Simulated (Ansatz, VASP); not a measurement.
**One calculation of ZrTa2C2, two programs**

```
CELL_PARAMETERS angstrom
1.59887 0.92311 7.67147
-1.59887 0.92311 7.67147
0.00000 -1.84622 7.67147
ATOMIC_POSITIONS crystal
Zr 0.00000 0.00000 0.00000
Ta 0.21975 0.21975 0.21975
Ta 0.78025 0.78025 0.78025
C 0.39645 0.39645 0.39645
C 0.60355 0.60355 0.60355
```

Change from the starting cell: relaxed end of: species swapped into the CaIn2N2 type (C2/m, No. 12).

Alike in both runs: task single point; functional PBE; k mesh 6 × 6 × 6; occupations gaussian, width 0.1 eV; no spin polarisation.

|  | VASP | Ansatz |
| --- | --- | --- |
| version | VASP 6.6.1 | Ansatz 0.2.0 |
| potentials or method | VASP PAW PBE potentials, release 64 (Zr_sv, Ta_pv, C), cutoff 520 eV | scalar-relativistic, plane waves, PAW |
| valence electrons in the cell | 42 | 46 |

```tsv
	VASP	Ansatz	Ansatz less VASP
gap on the k mesh at the Fermi level (eV)	none	none	-
pressure (GPa)	0.0	-0.3	-0.31
traceless stress, the component that is largest in VASP (GPa)	0.26	0.29	+0.031
rms of the force components (eV/Å)	0.029	0.017	-0.0119
```

Atom by atom the forces differ by 0.013 eV/Å (rms over components). A gap of «none» marks a metal or a gap that the smearing closes. The functional is the same, so the differences come from potentials, cutoffs and numerics. VASP's potentials hold 42 valence electrons a cell and Ansatz's 46, so a difference there can come from the potentials and not from the codes.

The k mesh is coarse, so the values compare programs but aren't converged. Spin-orbit coupling is off throughout.
